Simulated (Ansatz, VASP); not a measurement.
# Two plane-wave programs on Pb

```
Pb
1.0
     0.00000    2.49475    2.49475
     2.49475    0.00000    2.49475
     2.49475    2.49475    0.00000
Pb
1
Direct
  0.00000 0.00000 0.00000
```

Alike in both runs: task single point; functional r2SCAN; k mesh 6 × 6 × 6; occupations gaussian, width 0.1 eV; no spin polarisation.

|  | VASP | Ansatz |
| --- | --- | --- |
| version | VASP 6.6.1 | Ansatz 0.2.0 |
| potentials or method | VASP PAW PBE potentials, release 64 (Pb_d), cutoff 520 eV | scalar-relativistic, plane waves, PAW |
| valence electrons in the cell | 14 | 14 |

```tsv
	VASP	Ansatz	Ansatz less VASP
gap on the k mesh at the Fermi level (eV)	none	none	-
pressure (GPa)	0.9	0.9	+0.02
```

VASP's potentials were made for PBE, not for r2SCAN. A gap of «none» marks a metal or a gap that the smearing closes. The functional is the same, so the differences come from potentials, cutoffs and numerics.

The k mesh is coarse, so the values compare programs but aren't converged. Neither program's run includes spin-orbit coupling.
